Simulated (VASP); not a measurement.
# Ni (Im-3m) in VASP: a series of runs, part 2 of 2

VASP 6.6.1. Earlier steps stand in the parts before.

## 3. Relaxation of cell and atoms, PBE, collinear spin, ferromagnetic start

This run uses another cell than the first one, of 10.60 Å³/atom, 0.963 times its volume.

INCAR reads:

```
PREC     = Accurate       # precision mode
ENCUT    = 600            # plane-wave cutoff, eV
EDIFF    = 1E-6           # SCF threshold, eV
ISMEAR   = 0              # smearing method
SIGMA    = 0.1            # smearing width, eV
LREAL    = F              # projectors in reciprocal space
LASPH    = T              # aspherical terms in the spheres
NELM     = 150            # most SCF steps
ALGO     = Normal         # electronic algorithm
ISIF     = 3              # what is computed and relaxed
LWAVE    = F              # write WAVECAR
LCHARG   = F              # write CHGCAR
ISPIN    = 2              # spin polarisation
MAGMOM   = 0.59           # initial moments
LORBIT   = 11             # projections on sites
LMAXMIX  = 4              # l up to which the mixer works
GGA      = PE             # functional
IBRION   = 2              # ionic algorithm
NSW      = 90             # ionic steps
EDIFFG   = -0.04          # ionic threshold
```

KPOINTS reads:

```
regular mesh
0
Gamma
  8 8 8
```

POSCAR reads:

```
Ni
1.0
   -1.3837154700      1.3837154700      1.3837154700
    1.3837154700     -1.3837154700      1.3837154700
    1.3837154700      1.3837154700     -1.3837154700
Ni
1
Direct
    0.0000000000      0.0000000000      0.0000000000
```

Potentials or basis: VASP PAW PBE potentials, release 64 (Ni).

Started as:

```bash
$ cat potpaw_PBE.64/Ni/POTCAR > POTCAR
$ mpirun -np 1 vasp_std > vasp.out
```

Run time: 10 s. Hardware: 1 thread of Intel Xeon 6975P-C (Granite Rapids), shared host; peak memory 0.14 GiB.

Results (log left out):

- Free energy: -5.3787 eV
- Relaxed volume: 11.00 Å³/atom
- Relaxed cell: a = 2.427 Å, b = 2.427 Å, c = 2.427 Å, α = 109.47°, β = 109.47°, γ = 109.47°
- Space group after relaxing (to 0.05 Å): Im-3m (No. 229)
- Energy gained by relaxing: 9.5 meV/atom
- Ionic steps: 3
- Pressure after relaxing: 0.0 GPa
- Net moment: 0.57 μB per cell
- Site moments: Ni +0.58 μB
- Valence electrons inside the program's atomic spheres: Ni 9.30

The path:
```tsv
step	energy change (eV)	largest force (eV/Å)	pressure (GPa)	volume (Å³)
1	0.0000	0.0000	7.86	10.60
2	-0.0009	0.0000	-6.39	11.42
3	-0.0095	0.0000	-0.01	11.00
```

Final structure:
```
Ni
1.0
    -1.40114    1.40114    1.40114
     1.40114   -1.40114    1.40114
     1.40114    1.40114   -1.40114
Ni
1
Direct
  0.00000 0.00000 0.00000
```

Levels at points of the mesh, in eV from the Fermi level:
Spin up:
```tsv
k point	band 1	band 2	band 3	band 4	band 5	band 6	band 7	band 8	band 9
(0.00, 0.00, 0.00)	-8.82	-2.28	-2.28	-2.28	-0.84	-0.84	26.33	26.33	26.33
(0.50, 0.00, 0.00)	-4.54	-3.18	-0.93	-0.69	-0.08	0.29	6.39	19.00	19.87
(0.50, 0.50, 0.50)	-4.09	-4.09	-0.30	-0.30	-0.30	9.70	9.70	9.70	15.57
```
Spin down:
```tsv
k point	band 3	band 4	band 5	band 6	band 7	band 8
(0.00, 0.00, 0.00)	-1.55	-1.55	-0.39	-0.39	26.22	26.22
(0.50, 0.00, 0.00)	-0.39	-0.23	0.25	0.75	6.76	18.93
(0.50, 0.50, 0.50)	0.52	0.52	0.52	9.74	9.74	9.74
```

Caveat: the k points lie up to 0.40 Å⁻¹ apart in the final cell.

## 4. Single point, PBE, collinear spin, ferromagnetic start

INCAR reads:

```
SYSTEM = Ni
ALGO = Normal ; EDIFF = 1E-6
ENCUT = 520 ; GGA = PE
ISIF = 2 ; ISMEAR = 0
ISPIN = 2 ; LASPH = .TRUE.
LCHARG = .FALSE. ; LMAXMIX = 4
LORBIT = 11 ; LREAL = .FALSE.
LWAVE = .FALSE. ; MAGMOM = 0.66
NBANDS = 15 ; NELM = 150
PREC = Accurate ; SIGMA = 0.1
```

KPOINTS reads:

```
k-points
0
G
  28 28 28
  0 0 0
```

POSCAR reads:

```
Ni
1.0
   -1.4004702698      1.4004702698      1.4004702698
    1.4004702698     -1.4004702698      1.4004702698
    1.4004702698      1.4004702698     -1.4004702698
Ni
1
Direct
    0.0000000000      0.0000000000      0.0000000000
```

Potentials or basis: VASP PAW PBE potentials, release 64 (Ni).

Started as:

```bash
$ cat potpaw_PBE.64/Ni/POTCAR > POTCAR
$ mpirun -np 1 vasp_std > vasp.out
```

OUTCAR:

```text
SYSTEM = Ni
   EDIFF = 1E-6
   ENCUT = 520
   GGA = PE
   ISIF = 2
   ISMEAR = 0
   ISPIN = 2
   LASPH = .TRUE.
   LORBIT = 11
   LREAL = .FALSE.
   NELM = 150
   PREC = Accurate

 ion  position               nearest neighbor table
   1  0.000  0.000  0.000-

  LATTYP: Found a body centered cubic cell.
 ALAT       =     2.8009405396

  Lattice vectors:

 A1 = (  -1.4004702698,   1.4004702698,   1.4004702698)
 A2 = (   1.4004702698,  -1.4004702698,   1.4004702698)
 A3 = (   1.4004702698,   1.4004702698,  -1.4004702698)

Analysis of symmetry for initial positions (statically):
=====================================================================
 Subroutine PRICEL returns:
 Original cell was already a primitive cell.

 Routine SETGRP: Setting up the symmetry group for a
 body centered cubic supercell.

 Subroutine GETGRP returns: Found 48 space group operations
 (whereof 48 operations were pure point group operations)
 out of a pool of 48 trial point group operations.
[... 623 lines left out ...]
  band No.  band energies     occupation
      1       0.2786      1.00000
      2       7.5276      1.00000
      3       7.5276      1.00000
      4       7.5276      1.00000
      5       8.7269      1.00000
      6       8.7270      1.00000
      7      35.3661      0.00000
      8      35.3661      0.00000
      9      35.3661      0.00000
     10      40.2239      0.00000
     11      40.2239      0.00000
     12      41.3687      0.00000
     13      41.3687      0.00000
     14      41.3687      0.00000
[... 403 lines left out ...]
      4       8.6402      1.00000
      5       8.8525      0.99982
      6       9.2589      0.01472
      7      20.5435      0.00000
      8      28.9813      0.00000
      9      30.4957      0.00000
     10      33.6183      0.00000
     11      36.7616      0.00000
     12      42.7661      0.00000
     13      45.3353      0.00000
     14      52.7373      0.00000
     15      55.4182      0.00000

 [... further k-points ...]
[... 5 lines left out ...]
  --------------------------------------------------------------------------------------
  -------------------------------------------------------------------------------------
  Total       -0.0144624     -0.0144624     -0.0144624      0.0000000      0.0000000     -0.0000000
  in kB       -2.1089603     -2.1089603     -2.1089603      0.0000000      0.0000000     -0.0000000
  external PRESSURE =      -2.1089603 kB  Pullay stress =       0.0000000 kB

 VOLUME and BASIS-vectors are now :
 -----------------------------------------------------------------------------
  energy-cutoff  :      520.00
  volume of cell :       10.99
      direct lattice vectors                 reciprocal lattice vectors
    -1.400470270  1.400470270  1.400470270     0.000000000  0.357022931  0.357022931
     1.400470270 -1.400470270  1.400470270     0.357022931  0.000000000  0.357022931
     1.400470270  1.400470270 -1.400470270     0.357022931  0.357022931  0.000000000

 POSITION                                       TOTAL-FORCE (eV/Angst)
 -----------------------------------------------------------------------------------
      0.00000      0.00000      0.00000        -0.000000      0.000000      0.000000
 -----------------------------------------------------------------------------------
    total drift:                                0.000000     -0.000000      0.000000

  FREE ENERGIE OF THE ION-ELECTRON SYSTEM (eV)
  ---------------------------------------------------
  free  energy   TOTEN  =        -5.3804164925 eV

  energy  without entropy=       -5.3733908662  energy(sigma->0) =       -5.37690368

 total charge

# of ion       s       p       d       tot
------------------------------------------
    1        0.487   0.480   8.330   9.297

 magnetization (x)

# of ion       s       p       d       tot
------------------------------------------
    1       -0.004  -0.017   0.589   0.568
```

stdout:

```text
POSCAR found type information on POSCAR Ni
 POSCAR found :  1 types and       1 ions
 scaLAPACK will be used
 LDA part: xc-table for (Slater+PW92), standard interpolation
 POSCAR, INCAR and KPOINTS ok, starting setup
 FFT: planning ... GRIDC
 FFT: planning ... GRID_SOFT
 FFT: planning ... GRID
 WAVECAR not read
 entering main loop
```

Wall time 69 s (1 thread of Intel Xeon 6975P-C (Granite Rapids), shared host); peak memory 0.26 GiB.

Results:

```yaml
Free_energy: -5.3804 eV
Pressure: -0.2 GPa
Net_moment: 0.56 μB per cell
Site_moments: Ni +0.57 μB
Valence_electrons_inside_the_program's_atomic_spheres: Ni 9.30
```

## 5. The runs side by side

```csv
task,cell,k mesh,cutoff (eV),gap on the mesh (eV),pressure (GPa),moment (μB)
single point,"a = 2.427 Å, angles 109.5°, 1 atom",8 × 8 × 8,520,none,-0.1,0.57
relaxation of cell and atoms,"relaxed from a = 2.397 Å, angles 109.5°, 1 atom",8 × 8 × 8,600,none,0.0,0.57
single point,"a = 2.426 Å, angles 109.5°, 1 atom",28 × 28 × 28,520,none,-0.2,0.56
```

Alike in all rows: level PBE; potentials or basis VASP PAW PBE potentials, release 64 (Ni); spin collinear, ferromagnetic start; smearing gaussian 0.1 eV.

Caveats: some runs use coarse meshes.

Total energies depend on the potentials used, so only differences within one code and one set of settings carry meaning.
